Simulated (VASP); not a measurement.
Wanted: the native input for a VASP 6.6.1 run.

```yaml
Task: single point
Functional: PBEsol
Dispersion: D3(BJ)
Potentials_or_basis: VASP PAW PBE potentials, release 64 (Ga_d, Sb)
Cutoff: 520 eV
k_mesh: 10 × 10 × 10
Occupations: gaussian, width 0.15 eV
Spin: no spin polarisation
Dipole_correction: no
Further_INCAR_settings: ALGO = Normal; EDIFF = 1e-07; NBANDS = 22
```

The structure of GaSb3 lies in POSCAR:

```
GaSb3
1.0
    0.0000000000      3.4900328236      3.5857729617
    3.4900328236      0.0000000000      3.5857729617
    3.4900328236      3.4900328236      0.0000000000
Ga Sb
1 3
Direct
    0.0000000000      0.0000000000      0.0000000000
    0.2500000000      0.2500000000      0.2500000000
    0.7500000000      0.7500000000      0.7500000000
    0.5000000000      0.5000000000      0.5000000000
```

One way to write it, as run:

INCAR

```
PREC = Accurate ; ENCUT = 520
EDIFF = 1E-7 ; ISMEAR = 0
SIGMA = 0.15 ; LREAL = F
LASPH = T ; NELM = 100
ALGO = Normal ; ISIF = 2
LWAVE = F ; LCHARG = F
GGA = PS ; IVDW = 12
NBANDS = 22
```

KPOINTS

```
regular mesh
0
Gamma
  10 10 10
```

Potentials or basis: VASP PAW PBE potentials, release 64 (Ga_d, Sb).

Launch:

```console
$ cat potpaw_PBE.64/Ga_d/POTCAR potpaw_PBE.64/Sb/POTCAR > POTCAR
$ mpirun -np 1 vasp_std > vasp.out
```

Results of the run:

```
Pressure                   : 4.8 GPa
Band gap on the k mesh     : zero (band 14 reaches 11.38 eV, above the bottom of band 15 at 7.11 eV)
Dispersion energy per atom : -0.522 eV
```

Caveat: the PAW data sets were made with another functional, which shifts forces and pressure a little; spin-orbit coupling is left out, which moves the levels of the heavy elements; pairwise dispersion overbinds metals, which lowers pressure and volume.

Wall time 2.2 min on 1 thread of Intel(R) Xeon(R) 6975P-C (Granite Rapids), with other jobs on the host, peak memory 0.37 GiB.
